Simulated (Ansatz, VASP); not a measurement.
**One calculation of SnO2, two programs**

```
Sn O
1.0
     0.00000    3.38219    3.38219
     3.38219    0.00000    3.38219
     3.38219    3.38219    0.00000
Sn O
2 4
Direct
  0.00000 0.00000 0.00000
  0.25000 0.25000 0.25000
  0.62500 0.62500 0.62500
  0.12500 0.62500 0.62500
  0.62500 0.62500 0.12500
  0.62500 0.12500 0.62500
```

Alike in both runs: functional PBE; k mesh 4 × 4 × 4; occupations gaussian, width 0.1 eV; no spin polarisation.

Ansatz relaxed the structure, and its values are those at the end. VASP's run is a single point on that final structure, the one shown.

|  | VASP | Ansatz |
| --- | --- | --- |
| version | VASP 6.6.1 | Ansatz 0.2.0 |
| potentials or method | VASP PAW PBE potentials, release 64 (Sn_d, O), cutoff 520 eV | scalar-relativistic, plane waves, PAW |
| valence electrons in the cell | 52 | 52 |

VASP gave:

* gap on the k mesh at the Fermi level (eV): none
* pressure (GPa): 0.0

Task: What did Ansatz give for the same quantities?

Result: gap on the k mesh at the Fermi level (eV): none; pressure (GPa): 0.2.

A gap of «none» marks a metal or a gap that the smearing closes.

The k mesh is coarse, so the values compare programs but aren't converged.
